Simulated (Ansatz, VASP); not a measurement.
# SnTe in VASP and in Ansatz

The input INCAR:

```
PREC = Accurate ; ENCUT = 520
EDIFF = 1E-6 ; ISMEAR = -1
SIGMA = 0.1 ; LREAL = F
LASPH = T ; NELM = 60
ALGO = Normal ; ISIF = 2
LWAVE = F ; LCHARG = F
GGA = PS ; NBANDS = 17
```

KPOINTS

```
Automatic mesh
0
Gamma
  12 12 12
```

Contents of POSCAR:

```
SnTe
1.0
    0.0000000000      3.1705867622      3.1705867622
    3.1705867622      0.0000000000      3.1705867622
    3.1705867622      3.1705867622      0.0000000000
Sn Te
1 1
Direct
    0.0000000000      0.0000000000      0.0000000000
    0.2500000000      0.2500000000      0.2500000000
```

Input for Ansatz:

```yaml
crystal:
  lattice:
    - [0.0, 3.1705867622, 3.1705867622]
    - [3.1705867622, 0.0, 3.1705867622]
    - [3.1705867622, 3.1705867622, 0.0]
  atoms:
    - { symbol: Sn, position: [0.0, 0.0, 0.0] }
    - { symbol: Te, position: [0.25, 0.25, 0.25] }
kpoints:
  mp_grid: { grid: [12, 12, 12] }
scf:
  occupations: { method: fermi_dirac, width: 0.1 }
hamiltonian:
  xc: pbesol
  pseudopotentials: { kind: all_electron, lapw: { basis_error: 0.001 } }
output:
  forces: true
  stress: true
  eigenvalues: true
  populations: true
```

Change from the starting cell: volume scaled by 0.72, LAPW.

Alike in both runs: task single point; functional PBEsol; k mesh 12 × 12 × 12; occupations fermi-dirac, width 0.1 eV; no spin polarisation.

```csv
,VASP,Ansatz
version,VASP 6.6.1,Ansatz 0.2.0
potentials or method,"VASP PAW PBE potentials, release 64 (Sn_d, Te), cutoff 520 eV","all-electron LAPW, scalar-relativistic"
```

|  | VASP | Ansatz | Ansatz less VASP |
| --- | --- | --- | --- |
| pressure (GPa) | 16.0 | 16.0 | +0.01 |

VASP's potentials were made for PBE, not for PBEsol. Ansatz ran all-electron here, and VASP with PAW potentials.

Neither program's run includes spin-orbit coupling.
